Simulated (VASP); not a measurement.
# BAs (I-4m2) in VASP: a series of runs

BAs is run at these levels: LDA; tasks: single point.

Program: VASP 6.6.1. These are calculated values, not measurements. Logs are shortened: lines on timing, memory, paths and dates and some standing lists are left out, and cuts for length are marked.

### 1 The cell of the first run

It takes space group I-4m2 (No. 119, tetragonal). The conventional cell has a = 3.277 Å, b = 3.277 Å, c = 4.777 Å, α = 90.00°, β = 90.00°, γ = 90.00°. B (site symmetry -4m2) has 4 As at 2.03 Å within 2.7 Å. Within 2.7 Å of As (site symmetry -4m2) lie 4 B at 2.03 Å.

### 2 Single point, LDA (equal xx and yy strain of -3 %)

Contents of INCAR:

```
ALGO     = Normal         # electronic algorithm
EDIFF    = 1E-7           # SCF threshold, eV
ENCUT    = 520            # plane-wave cutoff, eV
ISIF     = 2              # what is computed and relaxed
ISMEAR   = -1             # smearing method
LASPH    = T              # aspherical terms in the spheres
LCHARG   = F              # write CHGCAR
LREAL    = F              # projectors in reciprocal space
LWAVE    = F              # write WAVECAR
NBANDS   = 11             # bands
NELM     = 60             # most SCF steps
PREC     = Accurate       # precision mode
SIGMA    = 0.03           # smearing width, eV
```

Contents of KPOINTS:

```
k-points
0
Gamma
  15 15 15
```

Contents of POSCAR:

```
BAs
1.0
    0.0000000000      2.3168450000      2.3885000000
    2.3168450000      0.0000000000      2.3885000000
    2.3168450000      2.3168450000      0.0000000000
B As
1 1
Direct
    0.0000000000      0.0000000000      0.0000000000
    0.7500000000      0.7500000000      0.7500000000
```

Potentials or basis: VASP PAW LDA potentials, release 64 (B, As).

Launch:

```sh
$ cat potpaw_LDA.64/B/POTCAR potpaw_LDA.64/As/POTCAR > POTCAR
$ mpirun -np 1 vasp_std > vasp.out
```

OUTCAR:

```text
EDIFF = 1E-7
   ENCUT = 520
   ISIF = 2
   ISMEAR = -1
   LASPH = T
   LREAL = F
   NELM = 60
   PREC = Accurate

 ion  position               nearest neighbor table
   1  0.000  0.000  0.000-   2 2.03   2 2.03   2 2.03   2 2.03
   2  0.750  0.750  0.750-   1 2.03   1 2.03   1 2.03   1 2.03

  LATTYP: Found a body centered tetragonal cell.
 ALAT       =     3.2765136209
 C/A-ratio  =     1.4579521262

  Lattice vectors:

 A1 = (  -2.3168450000,   0.0000000000,   2.3885000000)
 A2 = (   2.3168450000,   0.0000000000,   2.3885000000)
 A3 = (   0.0000000000,   2.3168450000,  -2.3885000000)

Analysis of symmetry for initial positions (statically):
=====================================================================
 Subroutine PRICEL returns:
 Original cell was already a primitive cell.

 Routine SETGRP: Setting up the symmetry group for a
 body centered tetragonal supercell.

 Subroutine GETGRP returns: Found  8 space group operations
 (whereof  8 operations were pure point group operations)
 out of a pool of 16 trial point group operations.

The static configuration has the point symmetry D_2d.

Analysis of symmetry for dynamics (positions and initial velocities):
=====================================================================
 Subroutine PRICEL returns:
 Original cell was already a primitive cell.

 Routine SETGRP: Setting up the symmetry group for a
 body centered tetragonal supercell.

 Subroutine GETGRP returns: Found  8 space group operations
 (whereof  8 operations were pure point group operations)
 out of a pool of 16 trial point group operations.

The dynamic configuration has the point symmetry D_2d.

 Subroutine INISYM returns: Found  8 space group operations
 (whereof  8 operations are pure point group operations),
 and found     1 'primitive' translations

----------------------------------------------------------------------------------------

                                     Primitive cell

  volume of cell :      25.6418

  direct lattice vectors                    reciprocal lattice vectors
     0.000000000  2.316845000  2.388500000    -0.215810725  0.215810725  0.209336404
     2.316845000  0.000000000  2.388500000     0.215810725 -0.215810725  0.209336404
     2.316845000  2.316845000  0.000000000     0.215810725  0.215810725 -0.209336404

  length of vectors
     3.327567130  3.327567130  3.276513621     0.370094945  0.370094945  0.370094945

  position of ions in fractional coordinates (direct lattice)
     0.000000000  0.000000000  0.000000000
     0.750000000  0.750000000  0.750000000

  ion indices of the primitive-cell ions
   primitive index   ion index
                 1           1
                 2           2

----------------------------------------------------------------------------------------

 KPOINTS: k-points

Automatic generation of k-mesh.
 Grid dimensions read from file:
 generate k-points for:   15   15   15

 Generating k-lattice:

  Cartesian coordinates                     Fractional coordinates (reciprocal lattice)
    -0.014387382  0.014387382  0.013955760     0.066666667  0.000000000  0.000000000
     0.014387382 -0.014387382  0.013955760     0.000000000  0.066666667  0.000000000
     0.014387382  0.014387382 -0.013955760     0.000000000  0.000000000  0.066666667

  Length of vectors
     0.024672996  0.024672996  0.024672996

  Shift w.r.t. Gamma in fractional coordinates (k-lattice)
     0.000000000  0.000000000  0.000000000

 Subroutine IBZKPT returns following result:
 ===========================================

 Found    288 irreducible k-points:

 Following reciprocal coordinates:
            Coordinates               Weight
  0.000000  0.000000  0.000000      1.000000
  0.066667  0.000000  0.000000      8.000000
  0.133333 -0.000000  0.000000      8.000000
  0.200000  0.000000  0.000000      8.000000
  0.266667 -0.000000  0.000000      8.000000
  0.333333  0.000000  0.000000      8.000000
[... 16 lines left out ...]
  0.133333  0.133333  0.000000      2.000000
  0.200000  0.133333  0.000000      8.000000
 [... further k-points ...]
   k-points           NKPTS =    288   k-points in BZ     NKDIM =    288   number of bands    NBANDS=     11
   number of dos      NEDOS =    301   number of ions     NIONS =      2
   total plane-waves  NPLWV =  18816
   dimension x,y,z NGX =    28 NGY =   28 NGZ =   24
   dimension x,y,z NGXF=    56 NGYF=   56 NGZF=   48
   ions per type =               1   1
   NGX,Y,Z   is equivalent  to a cutoff of  13.99, 13.99, 12.18 a.u.
   NGXF,Y,Z  is equivalent  to a cutoff of  27.98, 27.98, 24.35 a.u.
 SYSTEM =  unknown system
   PREC   = accura    normal or accurate (medium, high low for compatibility)
   ISTART =      0    job   : 0-new  1-cont  2-samecut
   ICHARG =      2    charge: 1-file 2-atom 10-const
   ISPIN  =      1    spin polarized calculation?
   LNONCOLLINEAR =      F non collinear calculations
   LSORBIT =      F    spin-orbit coupling
   LASPH  =      T    aspherical Exc in radial PAW
   ENCUT  =  520.0 eV  38.22 Ry    6.18 a.u.   6.19  6.19  6.09*2*pi/ulx,y,z
   NELM   =     60;   NELMIN=  2; NELMDL= -5     # of ELM steps
   EDIFF  = 0.1E-06   stopping-criterion for ELM
   LREAL  =      F    real-space projection
   EDIFFG = 0.1E-05   stopping-criterion for IOM
   NSW    =      0    number of steps for IOM
   IBRION =     -1    ionic relax: 0-MD 1-quasi-New 2-CG
   NFREE  =      0    steps in history (QN), initial steepest desc. (CG)
   ISIF   =      2    stress and relaxation
   ISYM   =      2    0-nonsym 1-usesym 2-fastsym
   POTIM  = 0.5000    time-step for ionic-motion
   TEBEG  =    0.0;   TEEND  =   0.0 temperature during run
   PSTRESS=    0.0 pullay stress
   NELECT =       8.0000    total number of electrons
   NUPDOWN=      -1.0000    fix difference up-down
   EMIN   =  10.00;   EMAX   =-10.00  energy-range for DOS
   EFERMI =   0.00;   METHOD = LEGACY
   ISMEAR =    -1;   SIGMA  =   0.03  broadening in eV -4-tet -1-fermi 0-gaus
   EFERMI_NEDOS =   21; number of points for ismear=-14 and -15
   IALGO  =     38    algorithm
   IMIX   =      4    mixing-type and parameters
     AMIX     =   0.40;   BMIX     =  1.00
     AMIX_MAG =   1.60;   BMIX_MAG =  1.00
  volume/ion in A,a.u.               =      12.82        86.52
  Fermi-wavevector in a.u.,A,eV,Ry     =   1.110338  2.098234 16.773941  1.232850
  Thomas-Fermi vector in A             =   2.246888
   LORBIT       =      0    0 simple, 1 ext, 2 COOP (PROOUT), +10 PAW based schemes
   GGA     = CA    functional components
   LHFCALC =     F    Hartree Fock is set to
   AEXX    =    0.0000 exact exchange contribution
   IVDW    =     0    specifies the selected vdW correction
   LEPSILON=     F    determine dielectric tensor
   LRPA    =     F    only Hartree local field effects (RPA)
 non-spin polarized calculation
  energy-cutoff  :      520.00
  volume of cell :       25.64
 maximum number of plane-waves:       702
 NGX is ok and might be reduce to    28
   NGX = 13   NGY = 13   NGZ = 13

 number of electron       8.0000000 magnetization

 Free energy of the ion-electron system (eV)
  ---------------------------------------------------
  ext. energy  EPLUGINS =         0.00000000
  ---------------------------------------------------
  free energy    TOTEN  =       -12.89623947 eV

  energy without entropy =      -12.89623946  energy(sigma->0) =      -12.89623946

 E-fermi :   7.3721     XC(G=0): -11.0404

 val. band max:        6.9682138564   @ k =   0.0000   0.0000   0.0000
 cond. band min:       7.7960500482   @ k =   0.4000   0.0000   0.4000
 fundamental gap:      0.8278361918
 Fermi energy:         7.3720596416

 k-point     1 :       0.0000    0.0000    0.0000
  band No.  band energies     occupation
      1      -9.0801      2.00000
      2       6.6515      2.00000
      3       6.9682      2.00000
      4       6.9682      2.00000
      5      10.1346      0.00000
      6      10.1346      0.00000
      7      10.3289      0.00000
      8      12.3349      0.00000
      9      16.5411      0.00000
     10      19.6635      0.00000
     11      20.5976      0.00000

 k-point     2 :       0.0667    0.0000    0.0000
  band No.  band energies     occupation
      1      -9.0030      2.00000
      2       6.1051      2.00000
      3       6.6315      2.00000
      4       6.8158      2.00000
      5      10.2966      0.00000
      6      10.3423      0.00000
      7      10.5453      0.00000
      8      12.6791      0.00000
      9      16.8636      0.00000
     10      18.9616      0.00000
     11      19.7655      0.00000

 k-point     3 :       0.1333   -0.0000    0.0000
  band No.  band energies     occupation
      1      -8.7731      2.00000
      2       4.6377      2.00000
      3       6.2294      2.00000
      4       6.4647      2.00000
      5      10.4025      0.00000
      6      10.8300      0.00000
      7      10.9647      0.00000
      8      13.5406      0.00000
      9      17.6410      0.00000
     10      18.2607      0.00000
     11      18.8671      0.00000

 k-point     4 :       0.2000    0.0000    0.0000
  band No.  band energies     occupation
      1      -8.3954      2.00000
      2       2.9756      2.00000
      3       5.7955      2.00000
      4       6.0696      2.00000
      5      10.3041      0.00000
      6      11.3557      0.00000
      7      11.4069      0.00000
      8      14.4902      0.00000
      9      17.8450      0.00000
     10      18.3806      0.00000
     11      18.4041      0.00000
[... 239 lines left out ...]
 k-point    22 :      -0.0667    0.0667    0.0000
  band No.  band energies     occupation
      1      -8.8709      2.00000
      2       5.5217      2.00000
      3       5.8009      2.00000
      4       6.8524      2.00000
      5      10.3570      0.00000
      6      10.4046      0.00000
      7      11.1035      0.00000
      8      13.1482      0.00000
      9      17.3700      0.00000
     10      18.6701      0.00000
     11      19.2494      0.00000

 k-point    23 :       0.1333    0.1333    0.0000
  band No.  band energies     occupation
      1      -8.6865      2.00000
      2       5.1041      2.00000
      3       5.6183      2.00000
      4       5.6183      2.00000
      5       9.5493      0.00000
      6      11.9439      0.00000
      7      11.9439      0.00000
      8      13.0884      0.00000
      9      16.5521      0.00000
     10      18.0415      0.00000
     11      21.0181      0.00000

 k-point    24 :       0.2000    0.1333    0.0000
  band No.  band energies     occupation
      1      -8.4159      2.00000
      2       3.9479      2.00000
      3       5.1848      2.00000
      4       5.2923      2.00000
      5       9.5678      0.00000
      6      12.2409      0.00000
      7      12.6090      0.00000
      8      13.2066      0.00000
      9      16.5787      0.00000
     10      18.8906      0.00000
     11      20.6735      0.00000

 [... further k-points ...]
[... 5 lines left out ...]
  --------------------------------------------------------------------------------------
  -------------------------------------------------------------------------------------
  Total        1.3679281      1.3679281      0.2521026      0.0000000      0.0000000      0.0000000
  in kB       85.4721570     85.4721570     15.7521061      0.0000000      0.0000000      0.0000000
  external PRESSURE =      62.2321400 kB  Pullay stress =       0.0000000 kB

 VOLUME and BASIS-vectors are now :
 -----------------------------------------------------------------------------
  energy-cutoff  :      520.00
  volume of cell :       25.64
      direct lattice vectors                 reciprocal lattice vectors
     0.000000000  2.316845000  2.388500000    -0.215810725  0.215810725  0.209336404
     2.316845000  0.000000000  2.388500000     0.215810725 -0.215810725  0.209336404
     2.316845000  2.316845000  0.000000000     0.215810725  0.215810725 -0.209336404

 POSITION                                       TOTAL-FORCE (eV/Angst)
 -----------------------------------------------------------------------------------
      0.00000      0.00000      0.00000        -0.000000     -0.000000     -0.000000
      3.47527      3.47527      3.58275         0.000000      0.000000      0.000000
 -----------------------------------------------------------------------------------
    total drift:                                0.000000      0.000000      0.000000

  FREE ENERGIE OF THE ION-ELECTRON SYSTEM (eV)
  ---------------------------------------------------
  free  energy   TOTEN  =       -12.8962394656 eV

  energy  without entropy=      -12.8962394639  energy(sigma->0) =      -12.89623946
```

Wall time 80 s (1 thread of Intel Xeon 6975P-C, shared host); peak memory 0.2 GiB.

Results:

```
Free energy            : -12.8962 eV
Pressure               : 6.2 GPa
Band gap on the k mesh : 0.83 eV, indirect (least direct gap 3.17 eV)
```

Levels at points of the mesh, in eV from the valence-band top:
```
           k point  band 2  band 3  band 4  band 5  band 6  band 7
(0.00, 0.00, 0.00)   -0.32    0.00    0.00    3.17    3.17    3.36
```

Caveat: the cell differs from its parent crystal (equal xx and yy strain of -3 %). A k mesh can miss the band edges.

### 3 Single point, LDA (equal xx and yy strain of -2 %)

Contents of INCAR:

```
PREC = Accurate ; ENCUT = 520
EDIFF = 1E-7 ; ISMEAR = -1
SIGMA = 0.03 ; LREAL = F
LASPH = T ; NELM = 80
ALGO = Normal ; ISIF = 2
LWAVE = F ; LCHARG = F
GGA = CA ; NBANDS = 11
```

Contents of KPOINTS:

```
regular mesh
0
Gamma
  15 15 15
```

Contents of POSCAR:

```
BAs
1.0
    0.0000000000      2.3407300000      2.3885000000
    2.3407300000      0.0000000000      2.3885000000
    2.3407300000      2.3407300000      0.0000000000
B As
1 1
Direct
    0.0000000000      0.0000000000      0.0000000000
    0.7500000000      0.7500000000      0.7500000000
```

Potentials or basis: VASP PAW LDA potentials, release 64 (B, As).

Launch:

```sh
$ cat potpaw_LDA.64/B/POTCAR potpaw_LDA.64/As/POTCAR > POTCAR
$ mpirun -np 1 vasp_std > vasp.out
```

It took 99 s on 1 thread of Intel Xeon 6975P-C, shared host; peak memory 0.21 GiB.

It converged, with:

| Property | Result |
| --- | --- |
| Free energy | -12.9176 eV |
| Pressure | 2.8 GPa |
| Band gap on the k mesh | 0.93 eV, indirect (least direct gap 3.19 eV) |

Stress tensor (GPa, compression positive):
```
 4.33  0.00  0.00
 0.00  4.33  0.00
 0.00  0.00 -0.15
```

Levels at points of the mesh, in eV from the valence-band top:
| k point | band 2 | band 3 | band 4 | band 5 | band 6 | band 7 |
| --- | --- | --- | --- | --- | --- | --- |
| (0.00, 0.00, 0.00) | -0.21 | 0.00 | 0.00 | 3.19 | 3.19 | 3.32 |

Caveat: the cell differs from its parent crystal (equal xx and yy strain of -2 %).

[end of part 1 of 2]
